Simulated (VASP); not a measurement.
A run of VASP 6.6.1 is set up as follows.

POSCAR

```
SnTe
1.0
    0.0000000000      3.5839840137      3.5839840137
    3.5839840137      0.0000000000      3.5839840137
    3.5839840137      3.5839840137      0.0000000000
Sn Te
1 1
Direct
    0.0000000000      0.0000000000      0.0000000000
    0.2500000000      0.2500000000      0.2500000000
```

Contents of INCAR.step1:

```
SYSTEM = SnTe
PREC = Accurate
ENCUT = 520
EDIFF = 1E-5
ISMEAR = -1
SIGMA = 0.02
LREAL = .FALSE.
LASPH = .TRUE.
NELM = 60
ALGO = Normal
ISIF = 2
LWAVE = .TRUE.
LCHARG = .FALSE.
GGA = PE
NBANDS = 17
```

The input INCAR.step2:

```
SYSTEM = SnTe
PREC = Accurate
ENCUT = 520
EDIFF = 1E-6
ISMEAR = -1
SIGMA = 0.02
LREAL = .FALSE.
LASPH = .TRUE.
NELM = 60
ALGO = Normal
ISIF = 2
LWAVE = .FALSE.
LCHARG = .FALSE.
GGA = PE
LHFCALC = .TRUE.
AEXX = 0.2
HFSCREEN = 0.2078
PRECFOCK = Normal
ISTART = 1
NBANDS = 17
```

File KPOINTS:

```
regular mesh
0
G
  4 4 4
  0 0 0
```

Potentials or basis: VASP PAW PBE potentials, release 64 (Sn_d, Te).

Launch:

```sh
$ cat potpaw_PBE.64/Sn_d/POTCAR potpaw_PBE.64/Te/POTCAR > POTCAR
$ cp INCAR.step1 INCAR
$ mpirun -np 1 vasp_std > vasp.out
$ cp INCAR.step2 INCAR
$ mpirun -np 1 vasp_std > vasp.out
```

Problem. Predict the pressure.

Solution. 0.0 GPa.

Problem. Estimate the band gap on the k mesh.

Solution. 0.23 eV (least direct gap 1.04 eV).

Caveat: the PAW data sets were made with another functional, which shifts forces and pressure a little; spin-orbit coupling is left out, which moves the levels of the heavy elements. A k mesh can miss the band edges.
